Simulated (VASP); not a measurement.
# Al2Ru (Fddd) in VASP: relaxation of cell and atoms with PBEsol

Aim: the relaxation of cell and atoms of Al2Ru with PBEsol.

All numbers are computed with VASP 6.6.1; they aren't measurements. Logs are shortened: lines on timing, memory, paths and dates and some standing lists are left out, and cuts for length are marked.

## 1. The cell of the first run

The structure is orthorhombic, space group Fddd (No. 70). The conventional cell has a = 4.701 Å, b = 7.975 Å, c = 8.770 Å, α = 90.00°, β = 90.00°, γ = 90.00°. Al (site symmetry 2) has 5 Ru at 2.57 to 2.72 Å and 9 Al at 2.59 to 3.19 Å within 3.4 Å. Ru (site symmetry 222) has 10 Al at 2.57 to 2.72 Å and 4 Ru at 3.19 Å within 3.4 Å.

## 2. Relaxation of cell and atoms, PBEsol

Input file INCAR:

```
SYSTEM = Al2Ru
  PREC = Accurate
  ENCUT = 500
  EDIFF = 1E-7
  ISMEAR = 0
  SIGMA = 0.1
  LREAL = .FALSE.
  LASPH = .TRUE.
  NELM = 120
  ALGO = Normal
  ISIF = 3
  LWAVE = .FALSE.
  LCHARG = .FALSE.
  GGA = PS
  IBRION = 2
  NSW = 80
  EDIFFG = -0.015
  GGA_COMPAT = .FALSE.
  NELMIN = 4
  KPAR = 4
```

Input file KPOINTS:

```
Automatic mesh
0
G
  8 6 6
  0 0 0
```

Input file POSCAR:

```
Al2Ru
1.0
    4.7011381848      0.0000000000      0.0000000000
    0.0000000000     -3.9876480406      4.3850793487
    0.0000000000     -3.9876480406     -4.3850793487
Al Ru
8 4
Direct
    0.7500000000      0.6710518264      0.1710518264
    0.2500000000      0.1710518264      0.6710518264
    0.7500000000      0.3289481736      0.8289481736
    0.2500000000      0.8289481736      0.3289481736
    1.0000000000      0.8289481736      0.8289481736
    0.5000000000      0.3289481736      0.3289481736
    1.0000000000      0.1710518264      0.1710518264
    0.5000000000      0.6710518264      0.6710518264
    0.2500000000      0.5000000000      0.0000000000
    0.7500000000      1.0000000000      0.5000000000
    0.0000000000      0.5000000000      0.5000000000
    0.5000000000      0.0000000000      0.0000000000
```

Potentials or basis: VASP PAW PBE potentials, release 64 (Al, Ru_pv).

The run is started by

```
$ cat potpaw_PBE.64/Al/POTCAR potpaw_PBE.64/Ru_pv/POTCAR > POTCAR
$ mpirun -np 4 vasp_std > vasp.out
```

OUTCAR:

```text
SYSTEM = Al2Ru
   PREC = Accurate
   ENCUT = 500
   EDIFF = 1E-7
   ISMEAR = 0
   LREAL = .FALSE.
   LASPH = .TRUE.
   NELM = 120
   ISIF = 3
   GGA = PS
   IBRION = 2
   NSW = 80
   EDIFFG = -0.015
   NELMIN = 4

 ion  position               nearest neighbor table
   1  0.750  0.671  0.171-  11 2.57  12 2.57   5 2.59   6 2.59  10 2.62   4 2.67   4 2.67   9 2.72
                             9 2.72   3 2.73   8 3.19   7 3.19   7 3.19   8 3.19
   2  0.250  0.171  0.671-  11 2.57  12 2.57   5 2.59   6 2.59   9 2.62   3 2.67   3 2.67  10 2.72
                            10 2.72   4 2.73   7 3.19   8 3.19   7 3.19   8 3.19
   3  0.750  0.329  0.829-  11 2.57  12 2.57   7 2.59   8 2.59  10 2.62   2 2.67   2 2.67   9 2.72
                             9 2.72   1 2.73   6 3.19   5 3.19   5 3.19   6 3.19
   4  0.250  0.829  0.329-  11 2.57  12 2.57   7 2.59   8 2.59   9 2.62   1 2.67   1 2.67  10 2.72
                            10 2.72   2 2.73   5 3.19   6 3.19   5 3.19   6 3.19
   5  0.000  0.829  0.829-   9 2.57  10 2.57   1 2.59   2 2.59  11 2.62   8 2.67   8 2.67  12 2.72
                            12 2.72   7 2.73   4 3.19   3 3.19   3 3.19   4 3.19
   6  0.500  0.329  0.329-   9 2.57  10 2.57   1 2.59   2 2.59  12 2.62   7 2.67   7 2.67  11 2.72
                            11 2.72   8 2.73   3 3.19   4 3.19   3 3.19   4 3.19
   7  0.000  0.171  0.171-   9 2.57  10 2.57   3 2.59   4 2.59  11 2.62   6 2.67   6 2.67  12 2.72
                            12 2.72   5 2.73   2 3.19   1 3.19   1 3.19   2 3.19
   8  0.500  0.671  0.671-   9 2.57  10 2.57   3 2.59   4 2.59  12 2.62   5 2.67   5 2.67  11 2.72
                            11 2.72   6 2.73   1 3.19   2 3.19   1 3.19   2 3.19
   9  0.250  0.500  0.000-   5 2.57   6 2.57   7 2.57   8 2.57   2 2.62   4 2.62   3 2.72   1 2.72
                             1 2.72   3 2.72  11 3.19  12 3.19  11 3.19  12 3.19
  10  0.750  0.000  0.500-   5 2.57   6 2.57   7 2.57   8 2.57   1 2.62   3 2.62   2 2.72   4 2.72
                             2 2.72   4 2.72  12 3.19  11 3.19  11 3.19  12 3.19
  11  0.000  0.500  0.500-   1 2.57   2 2.57   3 2.57   4 2.57   5 2.62   7 2.62   6 2.72   8 2.72
                             6 2.72   8 2.72   9 3.19  10 3.19   9 3.19  10 3.19
  12  0.500  0.000  0.000-   1 2.57   2 2.57   3 2.57   4 2.57   6 2.62   8 2.62   7 2.72   5 2.72
                             5 2.72   7 2.72  10 3.19   9 3.19   9 3.19  10 3.19

  LATTYP: Found a base centered orthorhombic cell.
 ALAT       =     7.9752960812
 B/A-ratio  =     1.0996655934
 C/A-ratio  =     0.5894625274

  Lattice vectors:

 A1 = (   0.0000000000,  -3.9876480406,   4.3850793487)
 A2 = (   0.0000000000,  -3.9876480406,  -4.3850793487)
 A3 = (   4.7011381848,   0.0000000000,   0.0000000000)

Analysis of symmetry for initial positions (statically):
=====================================================================
 Subroutine PRICEL returns following result:

  LATTYP: Found a face centered orthorhombic cell.
 ALAT       =     4.7011381848
 B/A-ratio  =     1.6964606799
 C/A-ratio  =     1.8655394402

  Lattice vectors:

 A1 = (   0.0000000000,  -3.9876480406,   4.3850793487)
 A2 = (  -2.3505690924,   0.0000000000,   4.3850793487)
 A3 = (  -2.3505690924,  -3.9876480406,   0.0000000000)

   2 primitive cells build up your supercell.

 Routine SETGRP: Setting up the symmetry group for a
 base centered orthorhombic supercell.

 Subroutine GETGRP returns: Found  8 space group operations
 (whereof  4 operations were pure point group operations)
 out of a pool of  8 trial point group operations.

The static configuration has the point symmetry D_2 .
 The point group associated with its full space group is D_2h.

Analysis of symmetry for dynamics (positions and initial velocities):
=====================================================================
 Subroutine PRICEL returns following result:

  LATTYP: Found a face centered orthorhombic cell.
 ALAT       =     4.7011381848
 B/A-ratio  =     1.6964606799
 C/A-ratio  =     1.8655394402

  Lattice vectors:

 A1 = (   0.0000000000,  -3.9876480406,   4.3850793487)
 A2 = (  -2.3505690924,   0.0000000000,   4.3850793487)
 A3 = (  -2.3505690924,  -3.9876480406,   0.0000000000)

   2 primitive cells build up your supercell.

 Routine SETGRP: Setting up the symmetry group for a
 base centered orthorhombic supercell.

 Subroutine GETGRP returns: Found  8 space group operations
 (whereof  4 operations were pure point group operations)
 out of a pool of  8 trial point group operations.

The dynamic configuration has the point symmetry D_2 .
[... 47 lines left out ...]
  Cartesian coordinates                     Fractional coordinates (reciprocal lattice)
     0.026589306  0.000000000  0.000000000     0.125000000  0.000000000  0.000000000
     0.000000000 -0.020897866  0.019003837     0.000000000  0.166666667  0.000000000
     0.000000000 -0.020897866 -0.019003837     0.000000000  0.000000000  0.166666667

  Length of vectors
     0.026589306  0.028246533  0.028246533

  Shift w.r.t. Gamma in fractional coordinates (k-lattice)
     0.000000000  0.000000000  0.000000000

 Subroutine IBZKPT returns following result:
 ===========================================

 Found     65 irreducible k-points:

 Following reciprocal coordinates:
            Coordinates               Weight
  0.000000  0.000000  0.000000      1.000000
  0.125000  0.000000  0.000000      2.000000
  0.250000  0.000000  0.000000      2.000000
  0.375000  0.000000  0.000000      2.000000
  0.500000  0.000000  0.000000      1.000000
  0.000000  0.166667 -0.000000      4.000000
[... 16 lines left out ...]
  0.250000  0.166667  0.166667      4.000000
  0.375000  0.166667  0.166667      4.000000
 [... further k-points ...]
   k-points           NKPTS =     65   k-points in BZ     NKDIM =     65   number of bands    NBANDS=     48
   number of dos      NEDOS =    301   number of ions     NIONS =     12
   total plane-waves  NPLWV =  82944
   dimension x,y,z NGX =    36 NGY =   48 NGZ =   48
   dimension x,y,z NGXF=    72 NGYF=   96 NGZF=   96
   ions per type =               8   4
   NGX,Y,Z   is equivalent  to a cutoff of  12.73, 13.46, 13.46 a.u.
   NGXF,Y,Z  is equivalent  to a cutoff of  25.46, 26.93, 26.93 a.u.
 SYSTEM =  Al2Ru
   PREC   = accura    normal or accurate (medium, high low for compatibility)
   ISTART =      0    job   : 0-new  1-cont  2-samecut
   ICHARG =      2    charge: 1-file 2-atom 10-const
   ISPIN  =      1    spin polarized calculation?
   LNONCOLLINEAR =      F non collinear calculations
   LSORBIT =      F    spin-orbit coupling
   LASPH  =      T    aspherical Exc in radial PAW
   ENCUT  =  500.0 eV  36.75 Ry    6.06 a.u.   8.57 10.81 10.81*2*pi/ulx,y,z
   NELM   =    120;   NELMIN=  4; NELMDL= -5     # of ELM steps
   EDIFF  = 0.1E-06   stopping-criterion for ELM
   LREAL  =      F    real-space projection
   EDIFFG = -.1E-01   stopping-criterion for IOM
   NSW    =     80    number of steps for IOM
   IBRION =      2    ionic relax: 0-MD 1-quasi-New 2-CG
   NFREE  =      1    steps in history (QN), initial steepest desc. (CG)
   ISIF   =      3    stress and relaxation
   ISYM   =      2    0-nonsym 1-usesym 2-fastsym
   POTIM  = 0.5000    time-step for ionic-motion
   TEBEG  =    0.0;   TEEND  =   0.0 temperature during run
   PSTRESS=    0.0 pullay stress
   NELECT =      80.0000    total number of electrons
   NUPDOWN=      -1.0000    fix difference up-down
   EMIN   =  10.00;   EMAX   =-10.00  energy-range for DOS
   EFERMI =   0.00;   METHOD = LEGACY
   ISMEAR =     0;   SIGMA  =   0.10  broadening in eV -4-tet -1-fermi 0-gaus
   EFERMI_NEDOS =   21; number of points for ismear=-14 and -15
   IALGO  =     38    algorithm
   IMIX   =      4    mixing-type and parameters
     AMIX     =   0.40;   BMIX     =  1.00
     AMIX_MAG =   1.60;   BMIX_MAG =  1.00
  volume/ion in A,a.u.               =      13.70        92.46
  Fermi-wavevector in a.u.,A,eV,Ry     =   1.287644  2.433294 22.558820  1.658026
  Thomas-Fermi vector in A             =   2.419646
   LORBIT       =      0    0 simple, 1 ext, 2 COOP (PROOUT), +10 PAW based schemes
   GGA     = PS    functional components
   LHFCALC =     F    Hartree Fock is set to
   AEXX    =    0.0000 exact exchange contribution
   IVDW    =     0    specifies the selected vdW correction
   LEPSILON=     F    determine dielectric tensor
   LRPA    =     F    only Hartree local field effects (RPA)
 conjugate gradient relaxation of ions
 non-spin polarized calculation
 Gauss-broadening in eV      SIGMA  =   0.10
  energy-cutoff  :      500.00
  volume of cell :      164.41
 maximum number of plane-waves:      4199
 NGX is ok and might be reduce to    36
   NGX = 17   NGY = 21   NGZ = 21

 number of electron      79.9999981 magnetization

 Free energy of the ion-electron system (eV)
  ---------------------------------------------------
  ext. energy  EPLUGINS =         0.00000000
  ---------------------------------------------------
  free energy    TOTEN  =       -81.66166806 eV

  energy without entropy =      -81.66100072  energy(sigma->0) =      -81.66133439

 E-fermi :  10.6412     XC(G=0): -12.0205

 val. band max:       10.6398275570   @ k =   0.0000   0.0000   0.0000
 cond. band min:      10.7189795774   @ k =   0.3750   0.0000   0.0000
 fundamental gap:      0.0791520204
 Fermi energy:        10.6411961612

 k-point     1 :       0.0000    0.0000    0.0000
  band No.  band energies     occupation
      1     -32.0388      2.00000
      2     -32.0208      2.00000
      3     -32.0208      2.00000
      4     -31.9527      2.00000
      5     -31.9518      2.00000
      6     -31.9000      2.00000
[... 1213 lines left out ...]
     47      12.8262      0.00000
     48      13.1187      0.00000

 [... further k-points ...]
[... 5 lines left out ...]
  --------------------------------------------------------------------------------------
  -------------------------------------------------------------------------------------
  Total        0.0778737      0.0812805      0.1341246      0.0000000      0.0000000      0.0000000
  in kB        0.7588821      0.7920808      1.3070481      0.0000000      0.0000000      0.0000000
  external PRESSURE =       0.9526703 kB  Pullay stress =       0.0000000 kB

 VOLUME and BASIS-vectors are now :
 -----------------------------------------------------------------------------
  energy-cutoff  :      500.00
  volume of cell :      164.41
      direct lattice vectors                 reciprocal lattice vectors
     4.701138185  0.000000000  0.000000000     0.212714445  0.000000000  0.000000000
     0.000000000 -3.987648041  4.385079349     0.000000000 -0.125387194  0.114023022
     0.000000000 -3.987648041 -4.385079349     0.000000000 -0.125387194 -0.114023022

 POSITION                                       TOTAL-FORCE (eV/Angst)
 -----------------------------------------------------------------------------------
      3.52585     -3.35801      2.19254         0.000000     -0.002955     -0.000000
      1.17528     -3.35801     -2.19254        -0.000000     -0.002955     -0.000000
      3.52585     -4.61728     -2.19254        -0.000000      0.002955     -0.000000
      1.17528     -4.61728      2.19254        -0.000000      0.002955     -0.000000
      0.00000     -6.61111      0.00000        -0.000000      0.002955     -0.000000
      2.35057     -2.62346      0.00000         0.000000      0.002955     -0.000000
      0.00000     -1.36419      0.00000         0.000000     -0.002955     -0.000000
      2.35057     -5.35184      0.00000         0.000000     -0.002955     -0.000000
      1.17528     -1.99382      2.19254         0.000000     -0.000000     -0.000000
      3.52585     -1.99382     -2.19254         0.000000     -0.000000      0.000000
      0.00000     -3.98765      0.00000        -0.000000     -0.000000     -0.000000
      2.35057      0.00000      0.00000        -0.000000     -0.000000      0.000000
 -----------------------------------------------------------------------------------
    total drift:                                0.000000      0.000000      0.000000

  FREE ENERGIE OF THE ION-ELECTRON SYSTEM (eV)
  ---------------------------------------------------
  free  energy   TOTEN  =       -81.6616680616 eV

  energy  without entropy=      -81.6610007182  energy(sigma->0) =      -81.66133439

 reached required accuracy - stopping structural energy minimisation
```

Run time: 94 s. Hardware: 4 MPI ranks of Intel Xeon 6975P-C (Granite Rapids), shared host; peak memory 0.5 GiB.

Results:

| Quantity | Value |
| --- | --- |
| Free energy | -81.6617 eV |
| Pressure after relaxing | 0.1 GPa |

Forces on the atoms (eV/Å):
```
Al   0.000 -0.003  0.000
Al   0.000 -0.003  0.000
Al   0.000  0.003  0.000
Al   0.000  0.003  0.000
Al   0.000  0.003  0.000
Al   0.000  0.003  0.000
Al   0.000 -0.003  0.000
Al   0.000 -0.003  0.000
Ru   0.000  0.000  0.000
Ru   0.000  0.000  0.000
Ru   0.000  0.000  0.000
Ru   0.000  0.000  0.000
```

Final structure:
```
CELL_PARAMETERS angstrom
4.70114 0.00000 0.00000
0.00000 -3.98765 4.38508
0.00000 -3.98765 -4.38508
ATOMIC_POSITIONS crystal
Al 0.75000 0.67105 0.17105
Al 0.25000 0.17105 0.67105
Al 0.75000 0.32895 0.82895
Al 0.25000 0.82895 0.32895
Al 0.00000 0.82895 0.82895
Al 0.50000 0.32895 0.32895
Al 0.00000 0.17105 0.17105
Al 0.50000 0.67105 0.67105
Ru 0.25000 0.50000 0.00000
Ru 0.75000 0.00000 0.50000
Ru 0.00000 0.50000 0.50000
Ru 0.50000 0.00000 0.00000
```

Levels at points of the mesh, in eV from the Fermi level:
```csv
k point,band 37,band 38,band 39,band 40,band 41,band 42,band 43,band 44
"(0.00, 0.00, 0.00)",-1.27,-1.25,-1.23,0.00,0.35,0.35,1.68,2.29
"(0.50, 0.00, 0.00)",-1.37,-1.37,-1.31,-1.31,0.16,0.16,1.11,1.11
"(0.00, 0.50, 0.00)",-1.83,-1.83,-0.98,-0.98,0.50,0.50,1.52,1.52
"(0.50, 0.50, 0.00)",-1.14,-1.14,-0.89,-0.89,0.34,0.34,0.73,0.73
"(0.00, 0.50, 0.50)",-1.45,-1.45,-1.35,-1.35,1.76,1.76,2.26,2.26
"(0.50, 0.50, 0.50)",-1.13,-1.13,-1.13,-1.13,1.71,1.71,1.71,1.71
```

Caveat: the relaxation stopped at its first step, so nothing moved; the PAW data sets were made with another functional, which shifts forces and pressure a little.
